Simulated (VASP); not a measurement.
# ZnS (P1) in VASP: notebook

The runs below take ZnS through single point, with r2SCAN.

Everything below comes from runs of VASP 6.6.1. Logs are shortened: lines on timing, memory, paths and dates and some standing lists are left out, and cuts for length are marked.

## Step 1: The cell of the first run

The typed cell holds 4 atoms: a = 3.811 Å, b = 3.811 Å, c = 6.234 Å, α = 90.00°, β = 90.00°, γ = 120.00°.

## Step 2: Single point, r2SCAN (all S atoms moved +0.150 Å, as atom 3 along Cartesian [1 1 1])

POSCAR reads:

```
ZnS
1.0
    3.8109987816      0.0000000000      0.0000000000
   -1.9054993908      3.3004217586      0.0000000000
    0.0000000000      0.0000000000      6.2340000000
Zn S
2 2
Direct
    0.3333333333      0.6666666667      0.0000000000
    0.6666666667      0.3333333333      0.5000000000
    0.3691776220      0.6929065071      0.3988919699
    0.7025109553      0.3595731738      0.8988919699
```

INCAR.step1 reads:

```
SYSTEM = ZnS
PREC = Accurate ; ENCUT = 520
ISMEAR = 0 ; SIGMA = 0.05
LREAL = .False. ; LASPH = .True.
NELM = 100 ; NBANDS = 26
GGA = PE ; ALGO = Normal
EDIFF = 1E-4 ; LWAVE = .True.
LCHARG = .False.
```

INCAR.step2 reads:

```
SYSTEM = ZnS
PREC = Accurate ; ENCUT = 520
EDIFF = 1E-6 ; ISMEAR = 0
SIGMA = 0.05 ; LREAL = .False.
LASPH = .True. ; NELM = 100
ALGO = Normal ; ISIF = 2
LWAVE = .False. ; LCHARG = .False.
METAGGA = R2SCAN ; LMIXTAU = .True.
NBANDS = 26 ; ISTART = 1
```

KPOINTS reads:

```
regular mesh
0
Gamma
  6 6 4
  0 0 0
```

Potentials or basis: VASP PAW PBE potentials, release 64 (Zn, S).

Launch:

```sh
> cat potpaw_PBE.64/Zn/POTCAR potpaw_PBE.64/S/POTCAR > POTCAR
> cp INCAR.step1 INCAR
> mpirun -np 1 vasp_std > vasp.out
> cp INCAR.step2 INCAR
> mpirun -np 1 vasp_std > vasp.out
```

OUTCAR:

```text
SYSTEM = ZnS
   PREC = Accurate
   ENCUT = 520
   EDIFF = 1E-6
   ISMEAR = 0
   LREAL = .False.
   LASPH = .True.
   NELM = 100
   ISIF = 2
   METAGGA = R2SCAN
   ISTART = 1

 ion  position               nearest neighbor table
   1  0.333  0.667  0.000-   4 2.18   4 2.32   4 2.37   3 2.49
   2  0.667  0.333  0.500-   3 2.21   3 2.26   3 2.40   4 2.49
   3  0.369  0.693  0.399-   2 2.21   2 2.26   2 2.40   1 2.49
   4  0.703  0.360  0.899-   1 2.18   1 2.32   1 2.37   2 2.49

  LATTYP: Found a hexagonal cell.
 ALAT       =     3.8109987816
 C/A-ratio  =     1.6357916539

  Lattice vectors:

 A1 = (   3.8109987816,   0.0000000000,   0.0000000000)
 A2 = (  -1.9054993908,   3.3004217586,   0.0000000000)
 A3 = (   0.0000000000,   0.0000000000,   6.2340000000)

Analysis of symmetry for initial positions (statically):
=====================================================================
 Subroutine PRICEL returns:
 Original cell was already a primitive cell.

 Routine SETGRP: Setting up the symmetry group for a
 hexagonal supercell.

 Subroutine GETGRP returns: Found  1 space group operations
 (whereof  1 operations were pure point group operations)
 out of a pool of 24 trial point group operations.

The static configuration has the point symmetry C_1 .

Analysis of symmetry for dynamics (positions and initial velocities):
=====================================================================
 Subroutine PRICEL returns:
 Original cell was already a primitive cell.

 Routine SETGRP: Setting up the symmetry group for a
 hexagonal supercell.

 Subroutine GETGRP returns: Found  1 space group operations
 (whereof  1 operations were pure point group operations)
 out of a pool of 24 trial point group operations.

The dynamic configuration has the point symmetry C_1 .

 Subroutine INISYM returns: Found  1 space group operations
 (whereof  1 operations are pure point group operations),
 and found     1 'primitive' translations

----------------------------------------------------------------------------------------

                                     Primitive cell

  volume of cell :      78.4106

  direct lattice vectors                    reciprocal lattice vectors
     3.810998782  0.000000000  0.000000000     0.262398405  0.151495789  0.000000000
    -1.905499391  3.300421759  0.000000000     0.000000000  0.302991579  0.000000000
     0.000000000  0.000000000  6.234000000     0.000000000  0.000000000  0.160410651

  length of vectors
     3.810998782  3.810998782  6.234000000     0.302991579  0.302991579  0.160410651

  position of ions in fractional coordinates (direct lattice)
     0.333333333  0.666666667  0.000000000
     0.666666667  0.333333333  0.500000000
     0.369177622  0.692906507  0.398891970
     0.702510955  0.359573174  0.898891970

  ion indices of the primitive-cell ions
   primitive index   ion index
                 1           1
                 2           2
                 3           3
                 4           4

----------------------------------------------------------------------------------------

 KPOINTS: regular mesh

Automatic generation of k-mesh.
 Grid dimensions read from file:
 generate k-points for:    6    6    4

 Generating k-lattice:

  Cartesian coordinates                     Fractional coordinates (reciprocal lattice)
     0.043733067  0.025249298  0.000000000     0.166666667  0.000000000  0.000000000
     0.000000000  0.050498596  0.000000000     0.000000000  0.166666667  0.000000000
     0.000000000  0.000000000  0.040102663     0.000000000  0.000000000  0.250000000

  Length of vectors
     0.050498596  0.050498596  0.040102663

  Shift w.r.t. Gamma in fractional coordinates (k-lattice)
     0.000000000  0.000000000  0.000000000

 Subroutine IBZKPT returns following result:
 ===========================================

 Found     76 irreducible k-points:

 Following reciprocal coordinates:
            Coordinates               Weight
  0.000000  0.000000  0.000000      1.000000
  0.166667  0.000000  0.000000      2.000000
  0.000000  0.166667  0.000000      2.000000
 -0.166667  0.166667  0.000000      2.000000
  0.333333  0.000000  0.000000      2.000000
  0.000000  0.333333  0.000000      2.000000
[... 16 lines left out ...]
  0.000000  0.166667  0.250000      2.000000
 -0.166667  0.166667  0.250000      2.000000
 [... further k-points ...]
   k-points           NKPTS =     76   k-points in BZ     NKDIM =     76   number of bands    NBANDS=     26
   number of dos      NEDOS =    301   number of ions     NIONS =      4
   total plane-waves  NPLWV =  37632
   dimension x,y,z NGX =    28 NGY =   28 NGZ =   48
   dimension x,y,z NGXF=    56 NGYF=   56 NGZF=   96
   ions per type =               2   2
   NGX,Y,Z   is equivalent  to a cutoff of  12.21, 12.21, 12.80 a.u.
   NGXF,Y,Z  is equivalent  to a cutoff of  24.43, 24.43, 25.60 a.u.
 SYSTEM =  ZnS
   PREC   = accura    normal or accurate (medium, high low for compatibility)
   ISTART =      1    job   : 0-new  1-cont  2-samecut
   ICHARG =      0    charge: 1-file 2-atom 10-const
   ISPIN  =      1    spin polarized calculation?
   LNONCOLLINEAR =      F non collinear calculations
   LSORBIT =      F    spin-orbit coupling
   LASPH  =      T    aspherical Exc in radial PAW
   ENCUT  =  520.0 eV  38.22 Ry    6.18 a.u.   7.09  7.09 11.59*2*pi/ulx,y,z
   NELM   =    100;   NELMIN=  2; NELMDL=  0     # of ELM steps
   EDIFF  = 0.1E-05   stopping-criterion for ELM
   LREAL  =      F    real-space projection
   EDIFFG = 0.1E-04   stopping-criterion for IOM
   NSW    =      0    number of steps for IOM
   IBRION =     -1    ionic relax: 0-MD 1-quasi-New 2-CG
   NFREE  =      0    steps in history (QN), initial steepest desc. (CG)
   ISIF   =      2    stress and relaxation
   ISYM   =      2    0-nonsym 1-usesym 2-fastsym
   POTIM  = 0.5000    time-step for ionic-motion
   TEBEG  =    0.0;   TEEND  =   0.0 temperature during run
   PSTRESS=    0.0 pullay stress
   NELECT =      36.0000    total number of electrons
   NUPDOWN=      -1.0000    fix difference up-down
   EMIN   =  10.00;   EMAX   =-10.00  energy-range for DOS
   EFERMI =   0.00;   METHOD = LEGACY
   ISMEAR =     0;   SIGMA  =   0.05  broadening in eV -4-tet -1-fermi 0-gaus
   EFERMI_NEDOS =   21; number of points for ismear=-14 and -15
   IALGO  =     38    algorithm
   IMIX   =      4    mixing-type and parameters
     AMIX     =   0.40;   BMIX     =  1.00
     AMIX_MAG =   1.60;   BMIX_MAG =  1.00
  volume/ion in A,a.u.               =      19.60       132.29
  Fermi-wavevector in a.u.,A,eV,Ry     =   1.262944  2.386617 21.701656  1.595027
  Thomas-Fermi vector in A             =   2.396326
   LORBIT       =      0    0 simple, 1 ext, 2 COOP (PROOUT), +10 PAW based schemes
   METAGGA = R2SCAN    functional components
   LHFCALC =     F    Hartree Fock is set to
   AEXX    =    0.0000 exact exchange contribution
   IVDW    =     0    specifies the selected vdW correction
   LEPSILON=     F    determine dielectric tensor
   LRPA    =     F    only Hartree local field effects (RPA)
 non-spin polarized calculation
 Gauss-broadening in eV      SIGMA  =   0.05
  energy-cutoff  :      520.00
  volume of cell :       78.41
 maximum number of plane-waves:      2133
   NGX = 15   NGY = 15   NGZ = 23

 number of electron      35.9999975 magnetization

 Free energy of the ion-electron system (eV)
  ---------------------------------------------------
  ext. energy  EPLUGINS =         0.00000000
  ---------------------------------------------------
  free energy    TOTEN  =       -37.49554456 eV

  energy without entropy =      -37.49554456  energy(sigma->0) =      -37.49554456

 E-fermi :   2.1579     XC(G=0): -10.3009

 val. band max:        1.9358134429   @ k =   0.0000   0.0000   0.0000
 cond. band min:       4.7498383968   @ k =   0.0000   0.0000   0.0000
 fundamental gap:      2.8140249538
 Fermi energy:         2.1578836698

 k-point     1 :       0.0000    0.0000    0.0000
  band No.  band energies     occupation
      1     -11.8763      2.00000
      2     -10.9717      2.00000
      3      -4.7915      2.00000
      4      -4.7796      2.00000
      5      -4.6665      2.00000
      6      -4.6630      2.00000
[... 18 lines left out ...]
     25      10.0218      0.00000
     26      11.7836      0.00000

 k-point     2 :       0.1667    0.0000    0.0000
  band No.  band energies     occupation
      1     -11.6853      2.00000
      2     -10.8599      2.00000
      3      -4.7889      2.00000
      4      -4.7348      2.00000
      5      -4.6563      2.00000
      6      -4.5897      2.00000
[... 18 lines left out ...]
     25      10.6011      0.00000
     26      10.8668      0.00000

 k-point     3 :       0.0000    0.1667    0.0000
  band No.  band energies     occupation
      1     -11.6850      2.00000
      2     -10.8591      2.00000
      3      -4.7864      2.00000
      4      -4.7474      2.00000
      5      -4.6452      2.00000
      6      -4.5902      2.00000
[... 18 lines left out ...]
     25      10.5930      0.00000
     26      10.8939      0.00000

 k-point     4 :      -0.1667    0.1667    0.0000
  band No.  band energies     occupation
      1     -11.6846      2.00000
      2     -10.8584      2.00000
      3      -4.7881      2.00000
      4      -4.7525      2.00000
      5      -4.6338      2.00000
      6      -4.5930      2.00000
[... 18 lines left out ...]
     25      10.5877      0.00000
     26      10.9181      0.00000

 k-point     5 :       0.3333    0.0000    0.0000
  band No.  band energies     occupation
      1     -11.2292      2.00000
      2     -10.6540      2.00000
      3      -4.7237      2.00000
      4      -4.6446      2.00000
      5      -4.5977      2.00000
      6      -4.4346      2.00000
[... 18 lines left out ...]
     25      11.1398      0.00000
     26      12.2534      0.00000

 k-point     6 :       0.0000    0.3333    0.0000
  band No.  band energies     occupation
      1     -11.2280      2.00000
      2     -10.6513      2.00000
      3      -4.7335      2.00000
      4      -4.6478      2.00000
      5      -4.5864      2.00000
      6      -4.4483      2.00000
[... 427 lines left out ...]
 k-point    21 :       0.0000    0.0000    0.2500
  band No.  band energies     occupation
      1     -11.7600      2.00000
      2     -11.1235      2.00000
      3      -4.7924      2.00000
      4      -4.7813      2.00000
      5      -4.6712      2.00000
      6      -4.6672      2.00000
[... 18 lines left out ...]
     25       9.7202      0.00000
     26      10.8813      0.00000

 k-point    22 :       0.1667    0.0000    0.2500
  band No.  band energies     occupation
      1     -11.5738      2.00000
      2     -10.9993      2.00000
      3      -4.7989      2.00000
      4      -4.7365      2.00000
      5      -4.6646      2.00000
      6      -4.5937      2.00000
[... 18 lines left out ...]
     25      10.5609      0.00000
     26      10.6950      0.00000

 k-point    23 :       0.0000    0.1667    0.2500
  band No.  band energies     occupation
      1     -11.5743      2.00000
      2     -10.9975      2.00000
      3      -4.7948      2.00000
      4      -4.7514      2.00000
      5      -4.6503      2.00000
      6      -4.5953      2.00000
[... 18 lines left out ...]
     25      10.5590      0.00000
     26      10.7124      0.00000

 k-point    24 :      -0.1667    0.1667    0.2500
  band No.  band energies     occupation
      1     -11.5772      2.00000
      2     -10.9928      2.00000
      3      -4.7851      2.00000
      4      -4.7628      2.00000
      5      -4.6349      2.00000
      6      -4.6023      2.00000
[... 18 lines left out ...]
     25      10.5439      0.00000
     26      10.7711      0.00000

 [... further k-points ...]

------------------------ aborting loop because EDIFF is reached ----------------------------------------

  FORCE on cell =-STRESS in cart. coord.  units (eV):
  Direction    XX          YY          ZZ          XY          YZ          ZX
  --------------------------------------------------------------------------------------
  -------------------------------------------------------------------------------------
  Total        1.5090887      1.5024277     -0.9099190      0.2306660      0.6796605      0.6798831
  in kB       30.8354505     30.6993446    -18.5925204      4.7132356     13.8876115     13.8921603
  external PRESSURE =      14.3140915 kB  Pullay stress =       0.0000000 kB

 VOLUME and BASIS-vectors are now :
 -----------------------------------------------------------------------------
  energy-cutoff  :      520.00
  volume of cell :       78.41
      direct lattice vectors                 reciprocal lattice vectors
     3.810998782  0.000000000  0.000000000     0.262398405  0.151495789  0.000000000
    -1.905499391  3.300421759  0.000000000     0.000000000  0.302991579  0.000000000
     0.000000000  0.000000000  6.234000000     0.000000000  0.000000000  0.160410651

 POSITION                                       TOTAL-FORCE (eV/Angst)
 -----------------------------------------------------------------------------------
     -0.00000      2.20028      0.00000         0.899379      0.707868      0.717151
      1.90550      1.10014      3.11700         0.515597      0.706652      0.698377
      0.08660      2.28688      2.48669        -0.506021     -0.706833     -0.699277
      1.99210      1.18674      5.60369        -0.908955     -0.707687     -0.716250
 -----------------------------------------------------------------------------------
    total drift:                               -0.009305     -0.009316      0.015599

  FREE ENERGIE OF THE ION-ELECTRON SYSTEM (eV)
  ---------------------------------------------------
  free  energy   TOTEN  =       -37.4955445553 eV

  energy  without entropy=      -37.4955445553  energy(sigma->0) =      -37.49554456
```

Run time: 10 min. Hardware: 1 thread of Intel Xeon 8259CL, shared host; peak memory 0.28 GiB.

Results:

| Property | Result |
| --- | --- |
| Free energy | -37.4955 eV |
| Pressure | 1.4 GPa |
| Largest force | 1.356 eV/Å |
| Band gap on the k mesh | 2.81 eV |

Forces on the atoms (eV/Å):
```
Zn   0.899  0.708  0.717
Zn   0.516  0.707  0.698
S   -0.506 -0.707 -0.699
S   -0.909 -0.708 -0.716
```

Stress tensor (GPa, compression positive):
```
 3.08  0.47  1.39
 0.47  3.07  1.39
 1.39  1.39 -1.86
```

Caveat: the cell differs from its parent crystal (all S atoms moved +0.150 Å, as atom 3 along Cartesian [1 1 1]); the PAW data sets were made with another functional, which shifts forces and pressure a little.

## Step 3: Single point, r2SCAN (all S atoms moved -0.075 Å, as atom 3 along Cartesian [1 1 1])

Changes to POSCAR since step 2:

```diff
@@ -10,3 +10,3 @@
     0.6666666667      0.3333333333      0.5000000000
-    0.3691776220      0.6929065071      0.3988919699
-    0.7025109553      0.3595731738      0.8988919699
+    0.3154111890      0.6535467464      0.3780540150
+    0.6487445223      0.3202134131      0.8780540150
```

INCAR.step1 reads:

```
ALGO = Normal
EDIFF = 1E-4
ENCUT = 520
GGA = PE
ISMEAR = 0
LASPH = True
LCHARG = False
LREAL = False
LWAVE = True
NBANDS = 26
NELM = 100
PREC = Accurate
SIGMA = 0.05
```

INCAR.step2 reads:

```
ALGO = Normal
EDIFF = 1E-6
ENCUT = 520
ISIF = 2
ISMEAR = 0
ISTART = 1
LASPH = True
LCHARG = True
LELF = True
LMIXTAU = True
LREAL = False
LVHAR = True
LWAVE = False
METAGGA = R2SCAN
NBANDS = 26
NELM = 100
PREC = Accurate
SIGMA = 0.05
```

KPOINTS reads:

```
k-points
0
Gamma
  6 6 4
```

Potentials or basis: VASP PAW PBE potentials, release 64 (Zn, S).

Launch:

```sh
> cat potpaw_PBE.64/Zn/POTCAR potpaw_PBE.64/S/POTCAR > POTCAR
> cp INCAR.step1 INCAR
> mpirun -np 1 vasp_std > vasp.out
> cp INCAR.step2 INCAR
> mpirun -np 1 vasp_std > vasp.out
```

It took 6.7 min on 1 thread of Intel Xeon 8259CL, shared host; peak memory 0.28 GiB.

The run converged. Its results:

| Quantity | Value |
| --- | --- |
| Free energy | -37.6951 eV |
| Pressure | 0.2 GPa |
| Largest force | 0.437 eV/Å |
| Band gap on the k mesh | 2.79 eV |

Forces in eV/Å, atoms in the order of the input:
```
Zn  -0.236 -0.273  0.136
Zn  -0.309 -0.272  0.139
S    0.313  0.272 -0.138
S    0.233  0.273 -0.136
```

Stress tensor (GPa, compression positive):
```
 0.38  0.10 -0.64
 0.10  0.38 -0.64
-0.64 -0.64 -0.28
```

Levels at points of the mesh, in eV from the valence-band top:
```tsv
k point	band 15	band 16	band 17	band 18	band 19	band 20	band 21	band 22
(0.00, 0.00, 0.00)	-0.93	-0.07	-0.01	0.00	2.79	3.55	6.77	6.78
(0.50, 0.00, 0.00)	-3.31	-2.32	-1.69	-0.95	4.00	4.78	5.48	7.44
(0.00, 0.50, 0.00)	-3.32	-2.32	-1.69	-0.94	4.00	4.78	5.47	7.44
(0.50, 0.50, 0.00)	-3.32	-2.31	-1.70	-0.94	4.00	4.77	5.46	7.45
(0.00, 0.00, 0.50)	-0.58	-0.58	-0.40	-0.40	4.07	4.07	7.07	7.08
(0.50, 0.00, 0.50)	-1.72	-1.69	-1.66	-1.60	3.88	4.08	5.51	5.74
(0.00, 0.50, 0.50)	-1.74	-1.72	-1.62	-1.58	3.91	4.05	5.54	5.70
(0.50, 0.50, 0.50)	-1.75	-1.75	-1.58	-1.57	3.95	4.00	5.59	5.65
```

Caveat: the cell differs from its parent crystal (all S atoms moved -0.075 Å, as atom 3 along Cartesian [1 1 1]); the PAW data sets were made with another functional, which shifts forces and pressure a little.
